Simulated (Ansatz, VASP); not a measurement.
# Nb: VASP beside Ansatz

```xyz
1
Lattice="-1.6511 1.6511 1.6511 1.6511 -1.6511 1.6511 1.6511 1.6511 -1.6511" Properties=species:S:1:pos:R:3 pbc="T T T"
Nb    0.0000    0.0000    0.0000
```

Alike in both runs: task single point; functional r2SCAN; k mesh 13 × 13 × 13; occupations gaussian, width 0.1 eV; no spin polarisation.

|  | VASP | Ansatz |
| --- | --- | --- |
| version | VASP 6.6.1 | Ansatz 0.2.0 |
| potentials or method | VASP PAW PBE potentials, release 64 (Nb_sv), cutoff 520 eV | plane waves (500 eV) with PAW, scalar-relativistic |
| valence electrons in the cell | 13 | 13 |

```csv
,VASP,Ansatz,Ansatz less VASP
pressure (GPa),-0.7,-0.5,+0.18
```

VASP's potentials were made for PBE, not for r2SCAN.
